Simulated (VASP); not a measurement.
A run of VASP 6.6.1 is set up as follows.

Contents of INCAR:

```
ALGO = Normal
EDIFF = 1E-6
ENCUT = 520
GGA = PE
ISIF = 2
ISMEAR = -1
LASPH = True
LCHARG = False
LREAL = False
LWAVE = False
NBANDS = 12
NELM = 80
PREC = Accurate
SIGMA = 0.05
```

The input KPOINTS:

```
k-points
0
Gamma
  10 10 3
```

File POSCAR:

```
Mg
1.0
    3.1860270119      0.0000000000      0.0000000000
   -1.5930135060      2.7591803295      0.0000000000
    0.0000000000      0.0000000000     10.5142976466
Mg
4
Direct
    0.6666666667      0.3333333333      0.7500000000
    0.0000000000      0.0000000000      0.5000000000
    0.3333333333      0.6666666667      0.2500000000
    0.0000000000      0.0000000000      0.0000000000
```

Potentials or basis: VASP PAW PBE potentials, release 64 (Mg).

Run with:

```bash
$ cat potpaw_PBE.64/Mg/POTCAR > POTCAR
$ mpirun -np 1 vasp_std > vasp.out
```

(1) What does it give for the pressure?

(2) What does it give for the band gap on the k mesh?

Answers

(1) -0.1 GPa.

(2) zero (bands 4 and 5 overlap by 1.99 eV).
